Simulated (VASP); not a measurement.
# GaAs (gw) (I-4m2) in VASP: single point with PBEsol

Aim: the single point of GaAs (gw) with PBEsol.

Everything below comes from runs of VASP 6.6.1. Logs are shortened: lines on timing, memory, paths and dates and some standing lists are left out, and cuts for length are marked.

## 1. The cell of the first run

Symmetry: I-4m2, No. 119, tetragonal system. Conventional cell: a = 4.014 Å, b = 4.014 Å, c = 5.602 Å, α = 90.00°, β = 90.00°, γ = 90.00°. Ga (site symmetry -4m2) has 4 As at 2.45 Å within 3.2 Å. As (site symmetry -4m2) has 4 Ga at 2.45 Å within 3.2 Å.

## 2. Single point, PBEsol

File INCAR:

```
SYSTEM = GaAs
ALGO = Normal
EDIFF = 1E-6
ENCUT = 500
GGA = PS
GGA_COMPAT = .False.
ISIF = 2
ISMEAR = 0
LASPH = .True.
LCHARG = .False.
LREAL = .False.
LWAVE = .False.
NBANDS = 16
NELM = 120
PREC = Accurate
SIGMA = 0.01
```

File KPOINTS:

```
k-points
0
Gamma
  4 4 4
  0 0 0
```

File POSCAR:

```
GaAs
1.0
    0.0000000000      2.8385875119      2.8012231264
    2.8385875119      0.0000000000      2.8012231264
    2.8385875119      2.8385875119      0.0000000000
Ga As
1 1
Direct
    0.0000000000      0.0000000000      0.0000000000
    0.2500000000      0.2500000000      0.2500000000
```

Potentials or basis: VASP PAW PBE potentials, release 64 (Ga_d, As).

On the command line:

```
cat potpaw_PBE.64/Ga_d/POTCAR potpaw_PBE.64/As/POTCAR > POTCAR
mpirun -np 1 vasp_std > vasp.out
```

OUTCAR:

```text
SYSTEM = GaAs
   EDIFF = 1E-6
   ENCUT = 500
   GGA = PS
   ISIF = 2
   ISMEAR = 0
   LASPH = .True.
   LREAL = .False.
   NELM = 120
   PREC = Accurate

 ion  position               nearest neighbor table
   1  0.000  0.000  0.000-   2 2.45   2 2.45   2 2.45   2 2.45
   2  0.250  0.250  0.250-   1 2.45   1 2.45   1 2.45   1 2.45

  LATTYP: Found a body centered tetragonal cell.
 ALAT       =     4.0143689573
 C/A-ratio  =     1.3955982403

  Lattice vectors:

 A1 = (   0.0000000000,  -2.8385875119,  -2.8012231264)
 A2 = (   0.0000000000,   2.8385875119,  -2.8012231264)
 A3 = (   2.8385875119,   0.0000000000,   2.8012231264)

Analysis of symmetry for initial positions (statically):
=====================================================================
 Subroutine PRICEL returns:
 Original cell was already a primitive cell.

 Routine SETGRP: Setting up the symmetry group for a
 body centered tetragonal supercell.

 Subroutine GETGRP returns: Found  8 space group operations
 (whereof  8 operations were pure point group operations)
 out of a pool of 16 trial point group operations.

The static configuration has the point symmetry D_2d.

Analysis of symmetry for dynamics (positions and initial velocities):
=====================================================================
 Subroutine PRICEL returns:
 Original cell was already a primitive cell.

 Routine SETGRP: Setting up the symmetry group for a
 body centered tetragonal supercell.

 Subroutine GETGRP returns: Found  8 space group operations
 (whereof  8 operations were pure point group operations)
 out of a pool of 16 trial point group operations.

The dynamic configuration has the point symmetry D_2d.

 Subroutine INISYM returns: Found  8 space group operations
 (whereof  8 operations are pure point group operations),
 and found     1 'primitive' translations

----------------------------------------------------------------------------------------

                                     Primitive cell

  volume of cell :      45.1422

  direct lattice vectors                    reciprocal lattice vectors
     0.000000000  2.838587512  2.801223126    -0.176143944  0.176143944  0.178493457
     2.838587512  0.000000000  2.801223126     0.176143944 -0.176143944  0.178493457
     2.838587512  2.838587512  0.000000000     0.176143944  0.176143944 -0.178493457

  length of vectors
     3.988035866  3.988035866  4.014368957     0.306452757  0.306452757  0.306452757

  position of ions in fractional coordinates (direct lattice)
     0.000000000  0.000000000  0.000000000
     0.250000000  0.250000000  0.250000000

  ion indices of the primitive-cell ions
   primitive index   ion index
                 1           1
                 2           2

----------------------------------------------------------------------------------------

 KPOINTS: k-points

Automatic generation of k-mesh.
 Grid dimensions read from file:
 generate k-points for:    4    4    4

 Generating k-lattice:

  Cartesian coordinates                     Fractional coordinates (reciprocal lattice)
    -0.044035986  0.044035986  0.044623364     0.250000000  0.000000000  0.000000000
     0.044035986 -0.044035986  0.044623364     0.000000000  0.250000000  0.000000000
     0.044035986  0.044035986 -0.044623364     0.000000000  0.000000000  0.250000000

  Length of vectors
     0.076613189  0.076613189  0.076613189

  Shift w.r.t. Gamma in fractional coordinates (k-lattice)
     0.000000000  0.000000000  0.000000000

 Subroutine IBZKPT returns following result:
 ===========================================

 Found     13 irreducible k-points:

 Following reciprocal coordinates:
            Coordinates               Weight
  0.000000  0.000000  0.000000      1.000000
  0.250000  0.000000  0.000000      8.000000
  0.500000  0.000000  0.000000      4.000000
  0.250000  0.250000  0.000000      2.000000
  0.500000  0.250000  0.000000      8.000000
 -0.250000  0.250000  0.000000      4.000000
  0.500000  0.500000  0.000000      1.000000
  0.250000  0.000000  0.250000      4.000000
  0.500000  0.000000  0.250000     16.000000
 -0.250000  0.000000  0.250000      8.000000
 -0.250000  0.500000  0.250000      4.000000
  0.500000  0.000000  0.500000      2.000000
 -0.250000  0.250000  0.500000      2.000000
   k-points           NKPTS =     13   k-points in BZ     NKDIM =     13   number of bands    NBANDS=     16
   number of dos      NEDOS =    301   number of ions     NIONS =      2
   total plane-waves  NPLWV =  27000
   dimension x,y,z NGX =    30 NGY =   30 NGZ =   30
   dimension x,y,z NGXF=    60 NGYF=   60 NGZF=   60
   ions per type =               1   1
   NGX,Y,Z   is equivalent  to a cutoff of  12.51, 12.51, 12.42 a.u.
   NGXF,Y,Z  is equivalent  to a cutoff of  25.01, 25.01, 24.85 a.u.
 SYSTEM =  GaAs
   PREC   = accura    normal or accurate (medium, high low for compatibility)
   ISTART =      0    job   : 0-new  1-cont  2-samecut
   ICHARG =      2    charge: 1-file 2-atom 10-const
   ISPIN  =      1    spin polarized calculation?
   LNONCOLLINEAR =      F non collinear calculations
   LSORBIT =      F    spin-orbit coupling
   LASPH  =      T    aspherical Exc in radial PAW
   ENCUT  =  500.0 eV  36.75 Ry    6.06 a.u.   7.27  7.27  7.32*2*pi/ulx,y,z
   NELM   =    120;   NELMIN=  2; NELMDL= -5     # of ELM steps
   EDIFF  = 0.1E-05   stopping-criterion for ELM
   LREAL  =      F    real-space projection
   EDIFFG = 0.1E-04   stopping-criterion for IOM
   NSW    =      0    number of steps for IOM
   IBRION =     -1    ionic relax: 0-MD 1-quasi-New 2-CG
   NFREE  =      0    steps in history (QN), initial steepest desc. (CG)
   ISIF   =      2    stress and relaxation
   ISYM   =      2    0-nonsym 1-usesym 2-fastsym
   POTIM  = 0.5000    time-step for ionic-motion
   TEBEG  =    0.0;   TEEND  =   0.0 temperature during run
   PSTRESS=    0.0 pullay stress
   NELECT =      18.0000    total number of electrons
   NUPDOWN=      -1.0000    fix difference up-down
   EMIN   =  10.00;   EMAX   =-10.00  energy-range for DOS
   EFERMI =   0.00;   METHOD = LEGACY
   ISMEAR =     0;   SIGMA  =   0.01  broadening in eV -4-tet -1-fermi 0-gaus
   EFERMI_NEDOS =   21; number of points for ismear=-14 and -15
   IALGO  =     38    algorithm
   IMIX   =      4    mixing-type and parameters
     AMIX     =   0.40;   BMIX     =  1.00
     AMIX_MAG =   1.60;   BMIX_MAG =  1.00
  volume/ion in A,a.u.               =      22.57       152.32
  Fermi-wavevector in a.u.,A,eV,Ry     =   1.204957  2.277039 19.754592  1.451922
  Thomas-Fermi vector in A             =   2.340667
   LORBIT       =      0    0 simple, 1 ext, 2 COOP (PROOUT), +10 PAW based schemes
   GGA     = PS    functional components
   LHFCALC =     F    Hartree Fock is set to
   AEXX    =    0.0000 exact exchange contribution
   IVDW    =     0    specifies the selected vdW correction
   LEPSILON=     F    determine dielectric tensor
   LRPA    =     F    only Hartree local field effects (RPA)
 non-spin polarized calculation
 Gauss-broadening in eV      SIGMA  =   0.01
  energy-cutoff  :      500.00
  volume of cell :       45.14
 maximum number of plane-waves:      1162
 NGX is ok and might be reduce to    30
   NGX = 15   NGY = 15   NGZ = 15

 number of electron      17.9999996 magnetization

 Free energy of the ion-electron system (eV)
  ---------------------------------------------------
  ext. energy  EPLUGINS =         0.00000000
  ---------------------------------------------------
  free energy    TOTEN  =        -8.90432567 eV

  energy without entropy =       -8.90432567  energy(sigma->0) =       -8.90432567

 E-fermi :   3.9804     XC(G=0):  -9.7531

 val. band max:        3.9145828149   @ k =   0.0000   0.0000   0.0000
 cond. band min:       4.3100074920   @ k =   0.0000   0.0000   0.0000
 fundamental gap:      0.3954246770
 Fermi energy:         3.9803714279

 k-point     1 :       0.0000    0.0000    0.0000
  band No.  band energies     occupation
      1     -10.9725      2.00000
      2     -10.9725      2.00000
      3     -10.9691      2.00000
      4     -10.8939      2.00000
      5     -10.8917      2.00000
      6      -8.8981      2.00000
[... 8 lines left out ...]
     15      13.8154      0.00000
     16      14.0670      0.00000

 k-point     2 :       0.2500    0.0000    0.0000
  band No.  band energies     occupation
      1     -11.0142      2.00000
      2     -10.9612      2.00000
      3     -10.9590      2.00000
      4     -10.8938      2.00000
      5     -10.8911      2.00000
      6      -8.1997      2.00000
[... 8 lines left out ...]
     15      12.7708      0.00000
     16      12.8601      0.00000

 k-point     3 :       0.5000    0.0000    0.0000
  band No.  band energies     occupation
      1     -11.0506      2.00000
      2     -10.9530      2.00000
      3     -10.9510      2.00000
      4     -10.8905      2.00000
      5     -10.8871      2.00000
      6      -7.1103      2.00000
[... 8 lines left out ...]
     15      15.5891      0.00000
     16      15.7184      0.00000

 k-point     4 :       0.2500    0.2500    0.0000
  band No.  band energies     occupation
      1     -11.0336      2.00000
      2     -10.9481      2.00000
      3     -10.9481      2.00000
      4     -10.9063      2.00000
      5     -10.8849      2.00000
      6      -7.9488      2.00000
[... 8 lines left out ...]
     15      14.8412      0.00000
     16      15.1828      0.00000
[... 115 lines left out ...]
 k-point    11 :      -0.2500    0.5000    0.2500
  band No.  band energies     occupation
      1     -11.0690      2.00000
      2     -10.9405      2.00000
      3     -10.9271      2.00000
      4     -10.9048      2.00000
      5     -10.8877      2.00000
      6      -6.2917      2.00000
[... 8 lines left out ...]
     15      16.0888      0.00000
     16      17.1293      0.00000

 k-point    12 :       0.5000    0.0000    0.5000
  band No.  band energies     occupation
      1     -11.0821      2.00000
      2     -10.9218      2.00000
      3     -10.9215      2.00000
      4     -10.9179      2.00000
      5     -10.8807      2.00000
      6      -6.3751      2.00000
[... 8 lines left out ...]
     15      16.9356      0.00000
     16      17.1262      0.00000

 k-point    13 :      -0.2500    0.2500    0.5000
  band No.  band energies     occupation
      1     -11.0689      2.00000
      2     -10.9403      2.00000
      3     -10.9266      2.00000
      4     -10.9020      2.00000
      5     -10.8904      2.00000
      6      -6.3110      2.00000
[... 8 lines left out ...]
     15      15.8570      0.00000
     16      16.9632      0.00000

------------------------ aborting loop because EDIFF is reached ----------------------------------------

  FORCE on cell =-STRESS in cart. coord.  units (eV):
  Direction    XX          YY          ZZ          XY          YZ          ZX
  --------------------------------------------------------------------------------------
  -------------------------------------------------------------------------------------
  Total        0.1091787      0.1091787      0.3363134      0.0000000      0.0000000      0.0000000
  in kB        3.8749524      3.8749524     11.9363775      0.0000000      0.0000000      0.0000000
  external PRESSURE =       6.5620941 kB  Pullay stress =       0.0000000 kB

 VOLUME and BASIS-vectors are now :
 -----------------------------------------------------------------------------
  energy-cutoff  :      500.00
  volume of cell :       45.14
      direct lattice vectors                 reciprocal lattice vectors
     0.000000000  2.838587512  2.801223126    -0.176143944  0.176143944  0.178493457
     2.838587512  0.000000000  2.801223126     0.176143944 -0.176143944  0.178493457
     2.838587512  2.838587512  0.000000000     0.176143944  0.176143944 -0.178493457

 POSITION                                       TOTAL-FORCE (eV/Angst)
 -----------------------------------------------------------------------------------
      0.00000      0.00000      0.00000         0.000000      0.000000      0.000000
      1.41929      1.41929      1.40061        -0.000000     -0.000000     -0.000000
 -----------------------------------------------------------------------------------
    total drift:                                0.000000      0.000000     -0.000001

  FREE ENERGIE OF THE ION-ELECTRON SYSTEM (eV)
  ---------------------------------------------------
  free  energy   TOTEN  =        -8.9043256652 eV

  energy  without entropy=       -8.9043256652  energy(sigma->0) =       -8.90432567
```

Run time: 12 s. Hardware: 1 thread of AMD EPYC 7R43 (Zen 3), shared host; peak memory 0.13 GiB.

What came out:

```yaml
Free_energy: -8.9043 eV
Pressure: 0.7 GPa
Band_gap_on_the_k_mesh: 0.40 eV, direct
```

Caveat: the k points lie up to 0.48 Å⁻¹ apart; the PAW data sets were made with another functional, which shifts forces and pressure a little. A k mesh can miss the band edges.
